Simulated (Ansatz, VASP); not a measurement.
## Two plane-wave programs on W

The input INCAR:

```
SYSTEM = W
PREC     = Accurate       ! precision mode
ENCUT    = 520            ! plane-wave cutoff, eV
EDIFF    = 1E-7           ! SCF threshold, eV
ISMEAR   = 0              ! smearing method
SIGMA    = 0.15           ! smearing width, eV
LREAL    = .FALSE.        ! projectors in reciprocal space
LASPH    = .TRUE.         ! aspherical terms in the spheres
NELM     = 100            ! most SCF steps
ALGO     = Fast           ! electronic algorithm
ISIF     = 2              ! what is computed and relaxed
LWAVE    = .FALSE.        ! write WAVECAR
LCHARG   = .FALSE.        ! write CHGCAR
GGA      = PS             ! functional
NBANDS   = 21             ! bands
```

The input KPOINTS:

```
regular mesh
0
G
  12 12 8
  0 0 0
```

The input POSCAR:

```
W
1.0
    0.0000000000     -1.9989957667     -1.9989957667
    0.0000000000      1.9989957667     -1.9989957667
    3.9979915334      0.0000000000      0.0000000000
W
2
Direct
    0.4559001456      0.4434172402      0.5243729239
    0.0440998544      0.0565827598     -0.0243729239
```

Input for Ansatz:

```yaml
crystal:
  lattice:
    - [0.0, -1.9989957667, -1.9989957667]
    - [0.0, 1.9989957667, -1.9989957667]
    - [3.9979915334, 0.0, 0.0]
  atoms:
    - { symbol: W, position: [0.4559001456, 0.4434172402, 0.5243729239] }
    - { symbol: W, position: [0.0440998544, 0.0565827598, -0.0243729239] }
basis:
  ecutwfc: 420
kpoints:
  mp_grid: { grid: [12, 12, 8] }
hamiltonian:
  xc: pbesol
scf:
  occupations: { method: gaussian, width: 0.15 }
output:
  forces: true
  stress: true
  eigenvalues: true
```

Change from the starting cell: atom 1 moved 0.45 Å.

Alike in both runs: task single point; functional PBEsol; k mesh 12 × 12 × 8; occupations gaussian, width 0.15 eV; no spin polarisation.

```csv
,VASP,Ansatz
version,VASP 6.6.1,Ansatz 0.2.0
potentials or method,"VASP PAW PBE potentials, release 64 (W_sv), cutoff 520 eV","scalar-relativistic, plane waves, PAW"
valence electrons in the cell,28,28
```

Ansatz gave:

* gap on the k mesh at the Fermi level (eV): none
* pressure (GPa): 14.9
* traceless stress, the component that is largest in VASP (GPa): 3.75
* rms of the force components (eV/Å): 1.621

Q: Estimate VASP's values.

A: gap on the k mesh at the Fermi level (eV): none; pressure (GPa): 15.9; traceless stress, the component that is largest in VASP (GPa): 3.80; rms of the force components (eV/Å): 1.680.

VASP's potentials were made for PBE, not for PBEsol. Atom by atom the forces differ by 0.060 eV/Å (rms over components). A gap of «none» marks a metal or a gap that the smearing closes.

Spin-orbit coupling is off throughout.
